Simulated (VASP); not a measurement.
Here is a VASP 6.6.1 calculation.

File INCAR:

```
SYSTEM = F
ALGO = Normal
EDIFF = 1E-6
ENCUT = 520
GGA = CA
ISIF = 2
ISMEAR = -1
LASPH = .True.
LCHARG = .False.
LREAL = .False.
LWAVE = .False.
NBANDS = 14
NELM = 60
PREC = Accurate
SIGMA = 0.1
```

KPOINTS

```
k-points
0
Gamma
  14 14 14
  0 0 0
```

File POSCAR:

```
F
1.0
    0.0000000000      1.9668286013      1.9668286013
    1.9668286013      0.0000000000      1.9668286013
    1.9668286013      1.9668286013      0.0000000000
F
2
Direct
   -0.1250000000     -0.1250000000     -0.1250000000
    0.1250000000      0.1250000000      0.1250000000
```

Potentials or basis: VASP PAW LDA potentials, release 64 (F).

Command:

```sh
$ cat potpaw_LDA.64/F/POTCAR > POTCAR
$ mpirun -np 1 vasp_std > vasp.out
```

Task: Predict the band gap on the k mesh.

Result: Zero (bands 7 and 8 overlap by 2.87 eV).

Task: What does it give for the pressure?

Result: 106.1 GPa.

Caveat: the cell stands under pressure.
